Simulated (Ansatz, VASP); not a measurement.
**In2Te2O: VASP beside Ansatz**

INCAR

```
ALGO = Normal
EDIFF = 1E-6
EDIFFG = -0.025
ENCUT = 600
GGA = PE
IBRION = 2
ISIF = 3
ISMEAR = 0
LASPH = True
LCHARG = False
LREAL = False
LWAVE = False
NELM = 60
NSW = 80
PREC = Accurate
SIGMA = 0.1
```

The input KPOINTS:

```
k-points
0
Gamma
  2 2 2
```

The input POSCAR:

```
In2Te2O
1.0
    0.0054739845     -0.0145591987     -7.2385847336
    6.3810207213     -3.8812648378     -0.0123944503
   -6.2346037966     -3.6399875588     -0.0029113913
In Te O
4 4 2
Direct
    0.2321419100      0.9747454594      0.6911605527
    0.2313919752      0.6829711672      0.9686641274
    0.7118962014      0.3001996026      0.0103269253
    0.7204100322      0.0355484627      0.3054010581
    0.3220177806      0.3624340507      0.0645542285
    0.3188637985      0.0593101468      0.3624572359
    0.8191806640      0.6401878909      0.9443624502
    0.8229118961      0.9473833465      0.6460515585
    0.3079188728      0.7442541857      0.7544534691
    0.8072668692      0.2529656876      0.2525683943
```

Input for Ansatz:

```yaml
crystal:
  lattice:
    - [0.0054739845, -0.0145591987, -7.2385847336]
    - [6.3810207213, -3.8812648378, -0.0123944503]
    - [-6.2346037966, -3.6399875588, -0.0029113913]
  atoms:
    - { symbol: In, position: [0.23214191, 0.9747454594, 0.6911605527] }
    - { symbol: In, position: [0.2313919752, 0.6829711672, 0.9686641274] }
    - { symbol: In, position: [0.7118962014, 0.3001996026, 0.0103269253] }
    - { symbol: In, position: [0.7204100322, 0.0355484627, 0.3054010581] }
    - { symbol: Te, position: [0.3220177806, 0.3624340507, 0.0645542285] }
    - { symbol: Te, position: [0.3188637985, 0.0593101468, 0.3624572359] }
    - { symbol: Te, position: [0.819180664, 0.6401878909, 0.9443624502] }
    - { symbol: Te, position: [0.8229118961, 0.9473833465, 0.6460515585] }
    - { symbol: O, position: [0.3079188728, 0.7442541857, 0.7544534691] }
    - { symbol: O, position: [0.8072668692, 0.2529656876, 0.2525683943] }
basis:
  ecutwfc: 420
kpoints:
  mp_grid: { grid: [2, 2, 2] }
hamiltonian:
  xc: pbe
scf:
  occupations: { method: gaussian, width: 0.1 }
  lower_state_search: "off"
output:
  forces: true
  stress: true
  eigenvalues: true
relax:
  adjacent_minimum: "off"
  f_tol: 0.025
  max_steps: 60
  cell: { stress_tol: 0.25 }
```

Change from the starting cell: cell x1, atoms moved at random (sigma 0.05 Å) and cell strained at random (1.5 %), then relaxed without symmetry.

Alike in both runs: task relaxation of cell and atoms; functional PBE; k mesh 2 × 2 × 2; occupations gaussian, width 0.1 eV; no spin polarisation.

|  | VASP | Ansatz |
| --- | --- | --- |
| version | VASP 6.6.1 | Ansatz 0.2.0 |
| potentials or method | VASP PAW PBE potentials, release 64 (In_d, Te, O), cutoff 600 eV | scalar-relativistic, plane waves, PAW |
| valence electrons in the cell | 88 | 128 |

Ansatz gave:

```
gap on the k mesh at the Fermi level, each at its own relaxed structure (eV) : 1.24
relaxed volume (Å³/atom)                                                     : 34.40
relaxed cell length with the largest relative difference (Å)                 : 7.231
```

What did VASP give for the same quantities?

gap on the k mesh at the Fermi level, each at its own relaxed structure (eV): 1.22; relaxed volume (Å³/atom): 34.04; relaxed cell length with the largest relative difference (Å): 7.198.

VASP's potentials hold 88 valence electrons a cell and Ansatz's 128, so a difference there can come from the potentials and not from the codes.

The k mesh is coarse, so the values compare programs but aren't converged. Spin-orbit coupling is off throughout.
